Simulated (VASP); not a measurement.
Write the native input for VASP 6.6.1 that does the following.

| Item | Value |
| --- | --- |
| Task | single point |
| Functional | r2SCAN |
| Dispersion | rVV10 |
| Potentials or basis | VASP PAW PBE potentials, release 64 (Mg, H) |
| Cutoff | 660 eV |
| k mesh | 12 × 12 × 6 |
| Occupations | fermi-dirac, width 0.03 eV |
| Spin | no spin polarisation |
| Dipole correction | no |
| Further INCAR settings | ALGO = Normal; EDIFF = 1e-06; NBANDS = 9 |

The system is MgH2.

```xyz
3
Lattice="2.9999 0.0000 0.0000 -1.4999 2.5980 0.0000 0.0000 0.0000 4.3943" Properties=species:S:1:pos:R:3 pbc="T T T"
Mg    0.0000    0.0000    0.0000
H     1.4999    0.8660    3.4720
H     0.0000    1.7320    0.9224
```

One way to write it, as run:

POSCAR

```
MgH2
1.0
    2.9998545109      0.0000000000      0.0000000000
   -1.4999272554      2.5979502141      0.0000000000
    0.0000000000      0.0000000000      4.3943099471
Mg H
1 2
Direct
    0.0000000000      0.0000000000      0.0000000000
    0.6666666667      0.3333333333      0.7901032503
    0.3333333333      0.6666666667      0.2098967497
```

INCAR.step1

```
SYSTEM = MgH2
PREC = Accurate
ENCUT = 660
ISMEAR = -1
SIGMA = 0.03
LREAL = .False.
LASPH = .True.
NELM = 120
NBANDS = 9
GGA = PE
ALGO = Normal
EDIFF = 1E-5
LWAVE = .True.
LCHARG = .False.
GGA_COMPAT = .False.
```

INCAR.step2

```
SYSTEM = MgH2
PREC = Accurate
ENCUT = 660
EDIFF = 1E-6
ISMEAR = -1
SIGMA = 0.03
LREAL = .False.
LASPH = .True.
NELM = 120
ALGO = Normal
ISIF = 2
LWAVE = .False.
LCHARG = .False.
METAGGA = R2SCAN
LMIXTAU = .True.
LUSE_VDW = .True.
IVDW_NL = 2
BPARAM = 11.95
CPARAM = 0.0093
NBANDS = 9
ISTART = 1
GGA_COMPAT = .False.
```

KPOINTS

```
Automatic mesh
0
Gamma
  12 12 6
  0 0 0
```

Potentials or basis: VASP PAW PBE potentials, release 64 (Mg, H).

Launch:

```sh
$ cat potpaw_PBE.64/Mg/POTCAR potpaw_PBE.64/H/POTCAR > POTCAR
$ cp INCAR.step1 INCAR
$ mpirun -np 1 vasp_std > vasp.out
$ cp INCAR.step2 INCAR
$ mpirun -np 1 vasp_std > vasp.out
```

Results of the run:

| Quantity | Value |
| --- | --- |
| Pressure | -0.2 GPa |
| Largest force | 0.007 eV/Å |
| Band gap on the k mesh | 4.61 eV (least direct gap 5.29 eV) |

Caveat: the PAW data sets were made with another functional, which shifts forces and pressure a little.

Wall time 5.7 min on 1 thread of Intel Xeon 8259CL, with other jobs on the host, peak memory 0.33 GiB.
